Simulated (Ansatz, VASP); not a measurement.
## BN: VASP beside Ansatz

Contents of INCAR:

```
SYSTEM = BN
PREC = Accurate
ENCUT = 520
EDIFF = 1E-7
ISMEAR = 0
SIGMA = 0.05
LREAL = .False.
LASPH = .True.
NELM = 80
ALGO = Normal
ISIF = 2
LWAVE = .False.
LCHARG = .True.
GGA = PE
IVDW = 12
LELF = .True.
LVHAR = .True.
NBANDS = 21
```

The input KPOINTS:

```
regular mesh
0
Gamma
  10 10 3
  0 0 0
```

The input POSCAR:

```
BN
1.0
   -1.2530569071     -2.1703582278      0.0000000000
    1.2530569071     -2.1703582278      0.0000000000
    0.0000000000      0.0000000000     10.1346513545
B N
3 3
Direct
    1.0000000000      1.0000000000      0.4878099825
    0.3333333333      0.3333333333      0.8129207011
    0.6666666667      0.6666666667      0.1626992638
    1.0000000000      1.0000000000      0.8126325669
    0.3333333333      0.3333333333      0.1624111297
    0.6666666667      0.6666666667      0.4875218483
```

Input for Ansatz:

```yaml
crystal:
  lattice:
    - [-1.2530569071, -2.1703582278, 0.0]
    - [1.2530569071, -2.1703582278, 0.0]
    - [0.0, 0.0, 10.1346513545]
  atoms:
    - { symbol: B, position: [1.0, 1.0, 0.4878099825] }
    - { symbol: B, position: [0.3333333333, 0.3333333333, 0.8129207011] }
    - { symbol: B, position: [0.6666666667, 0.6666666667, 0.1626992638] }
    - { symbol: "N", position: [1.0, 1.0, 0.8126325669] }
    - { symbol: "N", position: [0.3333333333, 0.3333333333, 0.1624111297] }
    - { symbol: "N", position: [0.6666666667, 0.6666666667, 0.4875218483] }
basis:
  ecutwfc: 420
kpoints:
  mp_grid: { grid: [10, 10, 3] }
hamiltonian:
  xc: pbe
  dispersion: d3bj
scf:
  occupations: { method: gaussian, width: 0.05 }
output:
  forces: true
  stress: true
  eigenvalues: true
  write_density: true
  write_potential: true
  elf: true
  volumetric_format: npy
```

Alike in both runs: task single point; functional PBE; dispersion D3(BJ); k mesh 10 × 10 × 3; occupations gaussian, width 0.05 eV; no spin polarisation.

|  | VASP | Ansatz |
| --- | --- | --- |
| version | VASP 6.6.1 | Ansatz 0.2.0 |
| potentials or method | VASP PAW PBE potentials, release 64 (B, N), cutoff 520 eV | scalar-relativistic, plane waves, PAW |
| valence electrons in the cell | 24 | 24 |

Ansatz gave:

* gap on the k mesh at the Fermi level (eV): 4.25
* least direct gap on the mesh (eV): 4.75
* pressure (GPa): -0.1
* traceless stress, the component that is largest in VASP (GPa): -0.38
* rms of the force components (eV/Å): 0.013

Task: Estimate VASP's values.

Result: gap on the k mesh at the Fermi level (eV): 4.24; least direct gap on the mesh (eV): 4.75; pressure (GPa): 0.0; traceless stress, the component that is largest in VASP (GPa): -0.59; rms of the force components (eV/Å): 0.013.

Atom by atom the forces differ by 0.000 eV/Å (rms over components).
